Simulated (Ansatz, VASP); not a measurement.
## Two plane-wave programs on BeP3

Contents of INCAR:

```
SYSTEM = BeP3
ALGO = Normal
EDIFF = 1E-7
EDIFFG = -0.01
ENCUT = 600
GGA = PE
IBRION = 2
ISIF = 3
ISMEAR = 0
LASPH = .True.
LCHARG = .False.
LREAL = .False.
LWAVE = .False.
NELM = 80
NSW = 100
PREC = Accurate
SIGMA = 0.1
```

File KPOINTS:

```
k-points
0
Gamma
  12 12 12
  0 0 0
```

POSCAR

```
BeP3
1.0
    3.7625187405      0.0000000000      0.0000000000
    0.0000000000      3.7625187405      0.0000000000
    0.0000000000      0.0000000000      3.7625187405
Be P
1 3
Direct
    0.0000000000      0.0000000000      0.0000000000
    0.0000000000      0.5000000000      0.5000000000
    0.5000000000      0.0000000000      0.5000000000
    0.5000000000      0.5000000000      0.0000000000
```

Input for Ansatz:

```yaml
crystal:
  lattice:
    - [3.7625187405, 0.0, 0.0]
    - [0.0, 3.7625187405, 0.0]
    - [0.0, 0.0, 3.7625187405]
  atoms:
    - { symbol: Be, position: [0.0, 0.0, 0.0] }
    - { symbol: P, position: [0.0, 0.5, 0.5] }
    - { symbol: P, position: [0.5, 0.0, 0.5] }
    - { symbol: P, position: [0.5, 0.5, 0.0] }
basis:
  ecutwfc: 420
kpoints:
  mp_grid: { grid: [12, 12, 12] }
hamiltonian:
  xc: pbe
scf:
  occupations: { method: gaussian, width: 0.1 }
output:
  forces: true
  stress: true
  eigenvalues: true
relax:
  adjacent_minimum: "off"
  f_tol: 0.01
  max_steps: 80
  cell: { stress_tol: 0.05 }
```

Alike in both runs: task relaxation of cell and atoms; functional PBE; k mesh 12 × 12 × 12; occupations gaussian, width 0.1 eV; no spin polarisation.

|  | VASP | Ansatz |
| --- | --- | --- |
| version | VASP 6.6.1 | Ansatz 0.2.0 |
| potentials or method | VASP PAW PBE potentials, release 64 (Be, P), cutoff 600 eV | scalar-relativistic, plane waves, PAW |
| valence electrons in the cell | 17 | 17 |

VASP gave:

```
gap on the k mesh at the Fermi level, each at its own relaxed structure (eV) : none
relaxed volume (Å³/atom)                                                     : 13.17
relaxed length of the cell vector where the two differ most in proportion (Å)              : 3.749
```

Estimate Ansatz's values.

gap on the k mesh at the Fermi level, each at its own relaxed structure (eV): none; relaxed volume (Å³/atom): 13.19; relaxed length of the cell vector where the two differ most in proportion (Å): 3.751.

A gap of «none» marks a metal or a gap that the smearing closes.
